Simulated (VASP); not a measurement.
# Ti3Al (P-6m2) in VASP: further runs

Runs on Ti3Al. Level: PBEsol. Tasks: single point.

All numbers are computed with VASP 6.6.1; they aren't measurements. Logs are shortened: lines on timing, memory, paths and dates and some standing lists are left out, and cuts for length are marked.

### 1 The cell of the first run

The structure is hexagonal, space group P-6m2 (No. 187). Conventional cell: a = 2.781 Å, b = 2.781 Å, c = 9.908 Å, α = 90.00°, β = 90.00°, γ = 120.00°. Ti (site symmetry -6m2) has 12 Ti at 2.78 to 2.94 Å within 3.7 Å. Ti (site symmetry 3m) has 9 Ti at 2.78 to 2.94 Å and 3 Al at 2.96 Å within 3.7 Å. Al (site symmetry -6m2) has 6 Al at 2.78 Å and 6 Ti at 2.96 Å within 3.7 Å.

### 2 Single point, PBEsol (16.59 Å³/atom)

Input file INCAR:

```
SYSTEM = Ti3Al
PREC     = Accurate       ! precision mode
ENCUT    = 520            ! plane-wave cutoff, eV
EDIFF    = 1E-6           ! SCF threshold, eV
ISMEAR   = 0              ! smearing method
SIGMA    = 0.15           ! smearing width, eV
LREAL    = .FALSE.        ! projectors in reciprocal space
LASPH    = .TRUE.         ! aspherical terms in the spheres
NELM     = 60             ! most SCF steps
ALGO     = Fast           ! electronic algorithm
ISIF     = 2              ! what is computed and relaxed
LWAVE    = .FALSE.        ! write WAVECAR
LCHARG   = .FALSE.        ! write CHGCAR
GGA      = PS             ! functional
NBANDS   = 28             ! bands
```

Input file KPOINTS:

```
regular mesh
0
G
  18 18 6
  0 0 0
```

Input file POSCAR:

```
Ti3Al
1.0
    2.7807091719      0.0000000000      0.0000000000
   -1.3903545859      2.4081647834      0.0000000000
    0.0000000000      0.0000000000      9.9082229214
Ti Al
3 1
Direct
    0.6666666667      0.3333333333      0.0000000000
    0.3333333333      0.6666666667      0.7511732072
    0.3333333333      0.6666666667      0.2488267928
    0.6666666667      0.3333333333      0.5000000000
```

Potentials or basis: VASP PAW PBE potentials, release 64 (Ti_sv, Al).

Launch:

```console
cat potpaw_PBE.64/Ti_sv/POTCAR potpaw_PBE.64/Al/POTCAR > POTCAR
mpirun -np 1 vasp_std > vasp.out
```

OUTCAR:

```text
SYSTEM = Ti3Al
   PREC = Accurate
   ENCUT = 520
   EDIFF = 1E-6
   ISMEAR = 0
   LREAL = .FALSE.
   LASPH = .TRUE.
   NELM = 60
   ISIF = 2
   GGA = PS

 ion  position               nearest neighbor table
   1  0.667  0.333  0.000-
   2  0.333  0.667  0.751-   4 2.96   4 2.96   4 2.96
   3  0.333  0.667  0.249-   4 2.96   4 2.96   4 2.96
   4  0.667  0.333  0.500-   2 2.96   3 2.96   2 2.96   3 2.96   2 2.96   3 2.96

  LATTYP: Found a hexagonal cell.
 ALAT       =     2.7807091719
 C/A-ratio  =     3.5632000000

  Lattice vectors:

 A1 = (   2.7807091719,   0.0000000000,   0.0000000000)
 A2 = (  -1.3903545859,   2.4081647834,   0.0000000000)
 A3 = (   0.0000000000,   0.0000000000,   9.9082229214)

Analysis of symmetry for initial positions (statically):
=====================================================================
 Subroutine PRICEL returns:
 Original cell was already a primitive cell.

 Routine SETGRP: Setting up the symmetry group for a
 hexagonal supercell.

 Subroutine GETGRP returns: Found 12 space group operations
 (whereof 12 operations were pure point group operations)
 out of a pool of 24 trial point group operations.

The static configuration has the point symmetry D_3h.

Analysis of symmetry for dynamics (positions and initial velocities):
=====================================================================
 Subroutine PRICEL returns:
 Original cell was already a primitive cell.

 Routine SETGRP: Setting up the symmetry group for a
 hexagonal supercell.

 Subroutine GETGRP returns: Found 12 space group operations
 (whereof 12 operations were pure point group operations)
 out of a pool of 24 trial point group operations.

The dynamic configuration has the point symmetry D_3h.

 Subroutine INISYM returns: Found 12 space group operations
 (whereof 12 operations are pure point group operations),
 and found     1 'primitive' translations

----------------------------------------------------------------------------------------

                                     Primitive cell

  volume of cell :      66.3495

  direct lattice vectors                    reciprocal lattice vectors
     2.780709172  0.000000000  0.000000000     0.359620492  0.207626988  0.000000000
    -1.390354586  2.408164783  0.000000000     0.000000000  0.415253976  0.000000000
     0.000000000  0.000000000  9.908222921     0.000000000  0.000000000  0.100926272

  length of vectors
     2.780709172  2.780709172  9.908222921     0.415253976  0.415253976  0.100926272

  position of ions in fractional coordinates (direct lattice)
     0.666666667  0.333333333  0.000000000
     0.333333333  0.666666667  0.751173207
     0.333333333  0.666666667  0.248826793
     0.666666667  0.333333333  0.500000000

  ion indices of the primitive-cell ions
   primitive index   ion index
                 1           1
                 2           2
                 3           3
                 4           4

----------------------------------------------------------------------------------------

 KPOINTS: regular mesh

Automatic generation of k-mesh.
 Grid dimensions read from file:
 generate k-points for:   18   18    6

 Generating k-lattice:

  Cartesian coordinates                     Fractional coordinates (reciprocal lattice)
     0.019978916  0.011534833  0.000000000     0.055555556  0.000000000  0.000000000
     0.000000000  0.023069665  0.000000000     0.000000000  0.055555556  0.000000000
     0.000000000  0.000000000  0.016821045     0.000000000  0.000000000  0.166666667

  Length of vectors
     0.023069665  0.023069665  0.016821045

  Shift w.r.t. Gamma in fractional coordinates (k-lattice)
     0.000000000  0.000000000  0.000000000

 Subroutine IBZKPT returns following result:
 ===========================================

 Found    148 irreducible k-points:

 Following reciprocal coordinates:
            Coordinates               Weight
  0.000000  0.000000  0.000000      1.000000
  0.055556 -0.000000  0.000000      6.000000
  0.111111 -0.000000  0.000000      6.000000
  0.166667  0.000000  0.000000      6.000000
  0.222222  0.000000  0.000000      6.000000
  0.277778 -0.000000  0.000000      6.000000
[... 16 lines left out ...]
  0.333333  0.111111  0.000000     12.000000
  0.388889  0.111111  0.000000     12.000000
 [... further k-points ...]
   k-points           NKPTS =    148   k-points in BZ     NKDIM =    148   number of bands    NBANDS=     28
   number of dos      NEDOS =    301   number of ions     NIONS =      4
   total plane-waves  NPLWV =  46080
   dimension x,y,z NGX =    24 NGY =   24 NGZ =   80
   dimension x,y,z NGXF=    48 NGYF=   48 NGZF=  160
   ions per type =               3   1
   NGX,Y,Z   is equivalent  to a cutoff of  14.35, 14.35, 13.42 a.u.
   NGXF,Y,Z  is equivalent  to a cutoff of  28.70, 28.70, 26.85 a.u.
 SYSTEM =  Ti3Al
   PREC   = accura    normal or accurate (medium, high low for compatibility)
   ISTART =      0    job   : 0-new  1-cont  2-samecut
   ICHARG =      2    charge: 1-file 2-atom 10-const
   ISPIN  =      1    spin polarized calculation?
   LNONCOLLINEAR =      F non collinear calculations
   LSORBIT =      F    spin-orbit coupling
   LASPH  =      T    aspherical Exc in radial PAW
   ENCUT  =  520.0 eV  38.22 Ry    6.18 a.u.   5.17  5.17 18.42*2*pi/ulx,y,z
   NELM   =     60;   NELMIN=  2; NELMDL= -5     # of ELM steps
   EDIFF  = 0.1E-05   stopping-criterion for ELM
   LREAL  =      F    real-space projection
   EDIFFG = 0.1E-04   stopping-criterion for IOM
   NSW    =      0    number of steps for IOM
   IBRION =     -1    ionic relax: 0-MD 1-quasi-New 2-CG
   NFREE  =      0    steps in history (QN), initial steepest desc. (CG)
   ISIF   =      2    stress and relaxation
   ISYM   =      2    0-nonsym 1-usesym 2-fastsym
   POTIM  = 0.5000    time-step for ionic-motion
   TEBEG  =    0.0;   TEEND  =   0.0 temperature during run
   PSTRESS=    0.0 pullay stress
   NELECT =      39.0000    total number of electrons
   NUPDOWN=      -1.0000    fix difference up-down
   EMIN   =  10.00;   EMAX   =-10.00  energy-range for DOS
   EFERMI =   0.00;   METHOD = LEGACY
   ISMEAR =     0;   SIGMA  =   0.15  broadening in eV -4-tet -1-fermi 0-gaus
   EFERMI_NEDOS =   21; number of points for ismear=-14 and -15
   IALGO  =     68    algorithm
   IMIX   =      4    mixing-type and parameters
     AMIX     =   0.40;   BMIX     =  1.00
     AMIX_MAG =   1.60;   BMIX_MAG =  1.00
  volume/ion in A,a.u.               =      16.59       111.94
  Fermi-wavevector in a.u.,A,eV,Ry     =   1.371357  2.591489 25.587388  1.880620
  Thomas-Fermi vector in A             =   2.497061
   LORBIT       =      0    0 simple, 1 ext, 2 COOP (PROOUT), +10 PAW based schemes
   GGA     = PS    functional components
   LHFCALC =     F    Hartree Fock is set to
   AEXX    =    0.0000 exact exchange contribution
   IVDW    =     0    specifies the selected vdW correction
   LEPSILON=     F    determine dielectric tensor
   LRPA    =     F    only Hartree local field effects (RPA)
 non-spin polarized calculation
 RMM-DIIS sequential band-by-band and
 Gauss-broadening in eV      SIGMA  =   0.15
  energy-cutoff  :      520.00
  volume of cell :       66.35
 maximum number of plane-waves:      1804
 NGX is ok and might be reduce to    24
   NGX = 11   NGY = 11   NGZ = 37

 number of electron      38.9999987 magnetization

 Free energy of the ion-electron system (eV)
  ---------------------------------------------------
  ext. energy  EPLUGINS =         0.00000000
  ---------------------------------------------------
  free energy    TOTEN  =       -29.36163530 eV

  energy without entropy =      -29.30351295  energy(sigma->0) =      -29.33257412

 E-fermi :   8.2798     XC(G=0): -11.4457

 val. band max:        8.2765878941   @ k =   0.3333   0.2222   0.1667
 cond. band min:       8.2877433406   @ k =   0.3333   0.2778   0.5000
 fundamental gap:      0.0111554465
 Fermi energy:         8.2798375695

 k-point     1 :       0.0000    0.0000    0.0000
  band No.  band energies     occupation
      1     -48.1215      2.00000
      2     -48.0906      2.00000
      3     -48.0424      2.00000
      4     -24.7080      2.00000
      5     -24.4985      2.00000
      6     -24.2447      2.00000
[... 20 lines left out ...]
     27      10.8949      0.00000
     28      11.8331      0.00000

 k-point     2 :       0.0556   -0.0000    0.0000
  band No.  band energies     occupation
      1     -48.1169      2.00000
      2     -48.0865      2.00000
      3     -48.0388      2.00000
      4     -24.7015      2.00000
      5     -24.4957      2.00000
      6     -24.2452      2.00000
[... 20 lines left out ...]
     27      10.8536      0.00000
     28      11.1493      0.00000

 k-point     3 :       0.1111   -0.0000    0.0000
  band No.  band energies     occupation
      1     -48.1035      2.00000
      2     -48.0746      2.00000
      3     -48.0284      2.00000
      4     -24.6825      2.00000
      5     -24.4880      2.00000
      6     -24.2486      2.00000
[... 20 lines left out ...]
     27      10.7465      0.00000
     28      10.8193      0.00000

 k-point     4 :       0.1667    0.0000    0.0000
  band No.  band energies     occupation
      1     -48.0829      2.00000
      2     -48.0564      2.00000
      3     -48.0127      2.00000
      4     -24.6531      2.00000
      5     -24.4791      2.00000
      6     -24.2657      2.00000
[... 578 lines left out ...]
     27      11.2592      0.00000
     28      11.3780      0.00000

 k-point    23 :       0.3333    0.1111    0.0000
  band No.  band energies     occupation
      1     -47.9738      2.00000
      2     -47.9640      2.00000
      3     -47.9369      2.00000
      4     -24.6954      2.00000
      5     -24.6863      2.00000
      6     -24.6353      2.00000
[... 20 lines left out ...]
     27      11.2358      0.00000
     28      11.2493      0.00000

 k-point    24 :       0.3889    0.1111    0.0000
  band No.  band energies     occupation
      1     -47.9592      2.00000
      2     -47.9526      2.00000
      3     -47.9287      2.00000
      4     -24.7513      2.00000
      5     -24.7369      2.00000
      6     -24.6862      2.00000
[... 20 lines left out ...]
     27      11.2580      0.00000
     28      11.6323      0.00000

 [... further k-points ...]

------------------------ aborting loop because EDIFF is reached ----------------------------------------

  FORCE on cell =-STRESS in cart. coord.  units (eV):
  Direction    XX          YY          ZZ          XY          YZ          ZX
  --------------------------------------------------------------------------------------
  -------------------------------------------------------------------------------------
  Total        1.9681105      1.9681105     -4.4334576      0.0000000      0.0000000      0.0000000
  in kB       47.5250422     47.5250422   -107.0571326      0.0000000      0.0000000      0.0000000
  external PRESSURE =      -4.0023494 kB  Pullay stress =       0.0000000 kB

 VOLUME and BASIS-vectors are now :
 -----------------------------------------------------------------------------
  energy-cutoff  :      520.00
  volume of cell :       66.35
      direct lattice vectors                 reciprocal lattice vectors
     2.780709172  0.000000000  0.000000000     0.359620492  0.207626988  0.000000000
    -1.390354586  2.408164783  0.000000000     0.000000000  0.415253976  0.000000000
     0.000000000  0.000000000  9.908222921     0.000000000  0.000000000  0.100926272

 POSITION                                       TOTAL-FORCE (eV/Angst)
 -----------------------------------------------------------------------------------
      1.39035      0.80272      0.00000         0.000000     -0.000000      0.000000
     -0.00000      1.60544      7.44279         0.000000      0.000000     -0.336990
     -0.00000      1.60544      2.46543        -0.000000      0.000000      0.336990
      1.39035      0.80272      4.95411         0.000000     -0.000000      0.000000
 -----------------------------------------------------------------------------------
    total drift:                                0.000000     -0.000000      0.000000

  FREE ENERGIE OF THE ION-ELECTRON SYSTEM (eV)
  ---------------------------------------------------
  free  energy   TOTEN  =       -29.3616352983 eV

  energy  without entropy=      -29.3035129491  energy(sigma->0) =      -29.33257412
```

It took 14 min on 1 thread of AMD EPYC 9R45 (Zen 5), shared host; peak memory 0.33 GiB.

What came out:

| Quantity | Value |
| --- | --- |
| Free energy | -29.3616 eV |
| Pressure | -0.4 GPa |
| Largest force | 0.337 eV/Å |
| Band gap on the k mesh | zero (an odd number of electrons rules out a gap without spin polarisation) |

Forces in eV/Å, atoms in the order of the input:
```
Ti   0.000  0.000  0.000
Ti   0.000  0.000 -0.337
Ti   0.000  0.000  0.337
Al   0.000  0.000  0.000
```

Stress tensor (GPa, compression positive):
```
  4.75   0.00   0.00
  0.00   4.75   0.00
  0.00   0.00 -10.71
```

Levels at points of the mesh, in eV from the Fermi level:
```
           k point  band 17  band 18  band 19  band 20  band 21  band 22  band 23  band 24
(0.00, 0.00, 0.00)    -1.65    -0.19     0.06     1.05     1.05     1.13     1.13     1.30
(0.50, 0.00, 0.00)    -1.65    -1.55    -0.77    -0.43     1.08     1.08     1.47     2.18
(0.00, 0.00, 0.50)    -1.65    -0.19     0.08     1.05     1.05     1.13     1.13     1.30
(0.50, 0.00, 0.50)    -1.73    -1.36    -1.23     0.35     0.55     0.81     1.45     2.24
```

Caveat: the PAW data sets were made with another functional, which shifts forces and pressure a little.

### 3 Single point, PBEsol (17.03 Å³/atom)

This run uses another cell than the first one, of 17.03 Å³/atom.

Input file INCAR:

```
PREC     = Accurate       # precision mode
ENCUT    = 520            # plane-wave cutoff, eV
EDIFF    = 1E-7           # SCF threshold, eV
ISMEAR   = 0              # smearing method
SIGMA    = 0.15           # smearing width, eV
LREAL    = False          # projectors in reciprocal space
LASPH    = True           # aspherical terms in the spheres
NELM     = 100            # most SCF steps
ALGO     = Fast           # electronic algorithm
ISIF     = 2              # what is computed and relaxed
LWAVE    = False          # write WAVECAR
LCHARG   = False          # write CHGCAR
GGA      = PS             # functional
NBANDS   = 28             # bands
```

Input file KPOINTS:

```
regular mesh
0
Gamma
  18 18 6
```

Input file POSCAR:

```
Ti3Al
1.0
    2.9806745821      0.0000000000      0.0000000000
   -1.4903372910      2.5813399085      0.0000000000
    0.0000000000      0.0000000000      8.8534977112
Ti Al
3 1
Direct
    0.6666666667      0.3333333333      0.0000000000
    0.3333333333      0.6666666667      0.7511732072
    0.3333333333      0.6666666667      0.2488267928
    0.6666666667      0.3333333333      0.5000000000
```

Potentials or basis: VASP PAW PBE potentials, release 64 (Ti_sv, Al).

Launch:

```console
cat potpaw_PBE.64/Ti_sv/POTCAR potpaw_PBE.64/Al/POTCAR > POTCAR
mpirun -np 1 vasp_std > vasp.out
```

Wall time 15 min (1 thread of AMD EPYC 9R45 (Zen 5), shared host); peak memory 0.33 GiB.

Results (log left out):

- Free energy: -29.5461 eV
- Pressure: -2.4 GPa
- Largest force: 0.106 eV/Å
- Band gap on the k mesh: zero (an odd number of electrons rules out a gap without spin polarisation)

Forces on the atoms (eV/Å):
```
Ti   0.000  0.000  0.000
Ti   0.000  0.000  0.106
Ti   0.000  0.000 -0.106
Al   0.000  0.000  0.000
```

Stress tensor (GPa, compression positive):
```
-5.50  0.00  0.00
 0.00 -5.50  0.00
 0.00  0.00  3.82
```

Levels at points of the mesh, in eV from the Fermi level:
```csv
k point,band 16,band 17,band 18,band 19,band 20,band 21,band 22,band 23,band 24,band 25
"(0.00, 0.00, 0.00)",-2.37,-0.32,0.69,0.69,0.77,0.77,0.92,1.10,1.21,1.21
"(0.50, 0.00, 0.00)",-2.11,-1.43,-1.06,-0.59,-0.35,0.66,1.06,1.27,1.56,2.61
"(0.00, 0.00, 0.50)",-2.88,-0.69,0.70,0.70,0.76,0.76,0.81,1.15,1.22,1.22
"(0.50, 0.00, 0.50)",-2.03,-1.47,-1.16,-0.81,-0.16,0.60,1.09,1.28,1.73,2.78
```

Caveat: the PAW data sets were made with another functional, which shifts forces and pressure a little.

### 4 Single point, PBEsol (17.03 Å³/atom)

This run uses another cell than the first one, of 17.03 Å³/atom.

Input file INCAR:

```
SYSTEM = Ti3Al
PREC = Accurate
ENCUT = 520
EDIFF = 1E-6
ISMEAR = 0
SIGMA = 0.15
LREAL = .FALSE.
LASPH = .TRUE.
NELM = 60
ALGO = Fast
ISIF = 2
LWAVE = .FALSE.
LCHARG = .FALSE.
GGA = PS
NBANDS = 28
```

Input file KPOINTS:

```
Automatic mesh
0
G
  18 18 6
  0 0 0
```

Input file POSCAR:

```
Ti3Al
1.0
    3.1036617683      0.0000000000      0.0000000000
   -1.5518308841      2.6878499361      0.0000000000
    0.0000000000      0.0000000000      8.1657341124
Ti Al
3 1
Direct
    0.6666666667      0.3333333333      0.0000000000
    0.3333333333      0.6666666667      0.7511732072
    0.3333333333      0.6666666667      0.2488267928
    0.6666666667      0.3333333333      0.5000000000
```

Launch:

```console
cat potpaw_PBE.64/Ti_sv/POTCAR potpaw_PBE.64/Al/POTCAR > POTCAR
mpirun -np 1 vasp_std > vasp.out
```

Wall time 9 min (1 thread of AMD EPYC 9R45 (Zen 5), shared host); peak memory 0.32 GiB.

Results (log left out):

```
Free energy            : -28.9877 eV
Pressure               : -0.5 GPa
Largest force          : 0.046 eV/Å
Band gap on the k mesh : zero (an odd number of electrons rules out a gap without spin polarisation)
```

Forces in eV/Å, atoms in the order of the input:
```
Ti   0.000  0.000  0.000
Ti   0.000  0.000  0.046
Ti   0.000  0.000 -0.046
Al   0.000  0.000  0.000
```

Stress tensor (GPa, compression positive):
```
-7.55  0.00  0.00
 0.00 -7.55  0.00
 0.00  0.00 13.48
```

Levels at points of the mesh, in eV from the Fermi level:
```tsv
k point	band 17	band 18	band 19	band 20	band 21	band 22	band 23	band 24
(0.00, 0.00, 0.00)	0.33	0.33	0.36	0.36	0.53	1.08	1.08	1.68
(0.50, 0.00, 0.00)	-1.46	-0.74	-0.55	-0.27	0.24	1.12	1.27	1.59
(0.00, 0.00, 0.50)	0.09	0.33	0.33	0.36	0.36	1.13	1.13	1.57
(0.50, 0.00, 0.50)	-1.29	-1.07	-0.62	-0.36	0.14	1.43	1.51	1.70
```

Caveat: the PAW data sets were made with another functional, which shifts forces and pressure a little.

(Part 1 of 2 ends here.)
